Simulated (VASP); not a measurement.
Crystal: Ta3AsAu2O13.

```xyz
19
Lattice="5.2424 3.0267 4.1427 -5.2424 3.0267 4.1427 0.0000 -6.0534 4.1427" Properties=species:S:1:pos:R:3 pbc="T T T"
Ta   -1.7887    1.0327    4.2854
Ta    0.0000   -2.0655    4.2854
Ta    1.7887    1.0327    4.2854
As    0.0000    0.0000    6.9446
Au    0.0000    0.0000   12.0005
Au    0.0000    0.0000    9.3342
O    -1.3566    0.7832    6.1532
O     0.0000   -1.5665    6.1532
O     1.3566    0.7832    6.1532
O     2.5380   -0.6359    3.6068
O    -0.7183    2.5159    3.6068
O    -1.8197   -1.8800    3.6068
O     1.8197   -1.8800    3.6068
O    -2.5380   -0.6359    3.6068
O     0.7183    2.5159    3.6068
O    -3.3469    1.9323    4.0073
O     0.0000   -3.8647    4.0073
O     3.3469    1.9323    4.0073
O     0.0000    0.0000    3.8329
```

Program: VASP 6.6.1. Alike in all runs: task single point; no spin polarisation; cell as given; smearing fermi-dirac 0.05 eV.

Task: Order these runs on this cell by their pressure, lowest first.
A. level PBEsol; potentials or basis VASP PAW PBE potentials, release 64 (Ta_pv, As, Au, O); k mesh 3 × 3 × 3; cutoff (eV) 520
B. level PBE; potentials or basis VASP PAW PBE potentials, release 64 (Ta_pv, As, Au, O); k mesh 5 × 5 × 5; cutoff (eV) 520
C. level LDA; potentials or basis VASP PAW LDA potentials, release 64 (Ta_pv, As, Au, O); k mesh 3 × 3 × 3; cutoff (eV) 600
D. level RPBE; potentials or basis VASP PAW PBE potentials, release 64 (Ta_pv, As, Au, O); k mesh 4 × 4 × 4; cutoff (eV) 520

Result: C (-5.0 GPa), A (-2.3 GPa), B (0.6 GPa), D (2.7 GPa).

Caveats: the PAW data sets were made with another functional, which shifts forces and pressure a little (at least some runs); the cell stands under tension (at least some runs).
